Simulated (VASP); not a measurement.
SnO: single point with PBE

SnO:

```xyz
8
Lattice="2.7369 -2.7378 0.0000 2.7369 2.7378 0.0000 0.0000 0.0000 10.2220" Properties=species:S:1:pos:R:3 pbc="T T T"
Sn    2.7369   -1.2952    8.8303
Sn    2.7369    1.2952    1.3916
Sn    2.7369   -1.4426    3.7193
Sn    2.7369    1.4426    6.5026
O     1.3685   -0.0654    2.5555
O     4.1054    0.0654    7.6665
O     1.3685    0.0654    7.6665
O     4.1054   -0.0654    2.5555
```

- Program: VASP 6.6.1
- Task: single point
- Functional: PBE
- Potentials or basis: VASP PAW PBE potentials, release 64 (Sn_d, O)
- Cutoff: 520 eV
- k mesh: 8 × 8 × 4
- Occupations: gaussian, width 0.05 eV
- Spin: no spin polarisation
- Dipole correction: no
- Charge: 0.25
- Further INCAR settings: ALGO = Normal; EDIFF = 1e-06; NBANDS = 50; NELECT = 79.75

```yaml
Largest_force: 0.081 eV/Å
```

Forces on the atoms (eV/Å):
```
Sn   0.000 -0.045 -0.067
Sn   0.000  0.045  0.067
Sn   0.000  0.045 -0.067
Sn   0.000 -0.045  0.067
O    0.000 -0.006  0.000
O    0.000  0.006  0.000
O    0.000  0.006  0.000
O    0.000 -0.006  0.000
```

Levels at points of the mesh, in eV from the Fermi level:
| k point | band 38 | band 39 | band 40 | band 41 | band 42 | band 43 |
| --- | --- | --- | --- | --- | --- | --- |
| (0.00, 0.00, 0.00) | -2.47 | -1.56 | 0.37 | 2.16 | 2.29 | 3.77 |
| (0.50, 0.00, 0.00) | -1.92 | -1.13 | -1.13 | 2.83 | 2.83 | 3.41 |
| (0.50, 0.50, 0.00) | -1.84 | -1.37 | -1.34 | 0.97 | 0.99 | 3.03 |
| (0.00, 0.00, 0.50) | -2.48 | -0.32 | -0.32 | 2.11 | 2.11 | 4.27 |
| (0.50, 0.00, 0.50) | -1.61 | -1.41 | -1.41 | 3.02 | 3.02 | 3.20 |
| (0.50, 0.50, 0.50) | -1.67 | -1.64 | -1.64 | 1.69 | 1.69 | 1.71 |

Wall time 12 min on 1 thread of Oxide Virtual Turin-like Processor (shared host), peak memory 0.45 GiB.

Caveat: the cell carries a net charge on a neutralising background, which shifts energy and pressure; the cell is charged against a uniform background, so pressure and absolute levels hang on convention; spin-orbit coupling is left out, which moves the levels of the heavy elements.
